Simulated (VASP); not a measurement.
**LuAuC6: single point with PBE**

Crystal: LuAuC6.

```
CELL_PARAMETERS angstrom
3.13338 0.00000 0.00000
0.00000 3.13338 0.00000
0.00000 0.00000 7.92146
ATOMIC_POSITIONS crystal
Lu 0.00000 0.00000 0.50000
C 0.50000 0.50000 0.30637
C 0.50000 0.50000 0.69363
C 0.00000 0.50000 0.22726
C 0.00000 0.50000 0.77274
C 0.50000 0.00000 0.22726
C 0.50000 0.00000 0.77274
Au 0.00000 0.00000 0.00000
```

The cell was built from a structure type or drawn by symmetry, and may not be a known phase.

* Program: VASP 6.6.1
* Task: single point
* Functional: PBE
* Potentials or basis: VASP PAW PBE potentials, release 64 (Lu, C, Au)
* Cutoff: 520 eV
* k mesh: 12 × 12 × 6
* Occupations: gaussian, width 0.1 eV
* Spin: no spin polarisation

```json
{
 "Pressure": "0.3 GPa",
 "Largest force": "0.013 eV/Å",
 "Band gap on the k mesh": "zero (bands 30 and 31 overlap by 1.76 eV)"
}
```

Forces in eV/Å, atoms in the order of the input:
```
Lu   0.000  0.000  0.000
C    0.000  0.000 -0.013
C    0.000  0.000  0.013
C    0.000  0.000 -0.012
C    0.000  0.000  0.012
C    0.000  0.000 -0.012
C    0.000  0.000  0.012
Au   0.000  0.000  0.000
```

Stress tensor (GPa, compression positive):
```
0.25 0.00 0.00
0.00 0.25 0.00
0.00 0.00 0.43
```

Levels at points of the mesh, in eV from the Fermi level:
```csv
k point,band 27,band 28,band 29,band 30,band 31,band 32,band 33,band 34
"(0.00, 0.00, 0.00)",-3.71,-0.90,-0.34,-0.06,0.53,1.20,1.66,1.66
"(0.50, 0.00, 0.00)",-2.69,-2.20,-1.31,-1.17,-0.35,-0.22,0.29,0.66
"(0.50, 0.50, 0.00)",-3.02,-2.82,-0.09,-0.09,2.17,4.28,4.30,4.97
"(0.00, 0.00, 0.50)",-2.60,-1.36,-1.32,-1.10,0.71,1.67,1.67,2.03
"(0.50, 0.00, 0.50)",-2.50,-2.48,-1.79,-0.67,0.12,0.29,1.07,1.25
"(0.50, 0.50, 0.50)",-2.73,-2.40,0.46,0.46,3.73,4.23,4.27,4.27
```

Wall time 6.4 min on 1 thread of Intel(R) Xeon(R) Platinum 8259CL CPU @ 2.50GHz (Skylake/Cascade Lake), with other jobs on the host, peak memory 0.43 GiB.

Caveat: spin-orbit coupling is left out, which moves the levels of the heavy elements.
